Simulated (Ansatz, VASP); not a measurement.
**One calculation of InP, two programs**

```
CELL_PARAMETERS angstrom
0.00000 2.95198 2.95198
2.95198 0.00000 2.95198
2.95198 2.95198 0.00000
ATOMIC_POSITIONS crystal
In 0.00000 0.00000 0.00000
P 0.75000 0.75000 0.75000
```

Alike in both runs: task relaxation of cell and atoms; functional LDA; k mesh 8 × 8 × 8; occupations gaussian, width 0.02 eV; no spin polarisation.

```csv
,VASP,Ansatz
version,VASP 6.6.1,Ansatz 0.2.0
potentials or method,"VASP PAW LDA potentials, release 64 (In_d, P), cutoff 500 eV","scalar-relativistic, plane waves, PAW"
valence electrons in the cell,18,18
```

|  | VASP | Ansatz | Ansatz less VASP |
| --- | --- | --- | --- |
| gap on the k mesh at the Fermi level, each at its own relaxed structure (eV) | 0.60 | 0.57 | -0.029 |
| relaxed volume (Å³/atom) | 24.74 | 24.73 | -0.010 |
| relaxed cell length with the largest relative difference (Å) | 4.121 | 4.120 | -0.0006 |

Ansatz warns that its potentials were made for another functional, while VASP's fit it. LDA's correlation is that of Perdew and Zunger in VASP and of Perdew and Wang (1992) in Ansatz.
